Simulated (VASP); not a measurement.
Input of a VASP 6.6.1 run:

File INCAR:

```
SYSTEM = Y3Mg2I2
PREC = Accurate
ENCUT = 600
EDIFF = 1E-7
ISMEAR = 0
SIGMA = 0.1
LREAL = .FALSE.
LASPH = .TRUE.
NELM = 60
ALGO = Normal
ISIF = 3
LWAVE = .FALSE.
LCHARG = .FALSE.
GGA = PE
IBRION = 2
NSW = 90
EDIFFG = -0.04
```

KPOINTS

```
Automatic mesh
0
G
  6 6 2
  0 0 0
```

Contents of POSCAR:

```
Y3Mg2I2
1.0
    5.0514800000      0.0000000000      0.0000000000
   -2.5257400000      4.3747100100      0.0000000000
    0.0000000000      0.0000000000     10.5460586800
Y Mg I
3 2 2
Direct
    0.0000000000      0.0000000000      0.3598490600
    0.0000000000      0.0000000000      0.6401509400
    0.0000000000      0.0000000000      0.0000000000
    0.3333333300      0.6666666700      0.5000000000
    0.6666666700      0.3333333300      0.5000000000
    0.3333333300      0.6666666700      0.0000000000
    0.6666666700      0.3333333300      0.0000000000
```

Potentials or basis: VASP PAW PBE potentials, release 64 (Y_sv, Mg, I).

Launch:

```sh
$ cat potpaw_PBE.64/Y_sv/POTCAR potpaw_PBE.64/Mg/POTCAR potpaw_PBE.64/I/POTCAR > POTCAR
$ mpirun -np 1 vasp_std > vasp.out
```

Q: What does it give for the band gap on the k mesh?

A: Zero (an odd number of electrons rules out a gap without spin polarisation).

Q: Estimate the relaxed volume.

A: 39.56 Å³/atom.

Q: What does it give for the relaxed cell?

A: a = 5.572 Å, b = 5.572 Å, c = 10.302 Å, α = 90.00°, β = 90.00°, γ = 120.00°.

Q: Estimate the space group after relaxing (to 0.1 Å).

A: P6/mmm (No. 191).

Forces in eV/Å, atoms in the order of the input:
```
Y    0.000  0.000 -0.006
Y    0.000  0.000  0.006
Y    0.000  0.000  0.000
Mg   0.000  0.000  0.000
Mg   0.000  0.000  0.000
I    0.000  0.000  0.000
I    0.000  0.000  0.000
```

Caveat: the volume moved by over 15 % at a fixed basis, so the end points are rough; spin-orbit coupling is left out, which moves the levels of the heavy elements; an odd number of electrons without spin polarisation forces a metal; a magnetic or distorted state may lie lower.
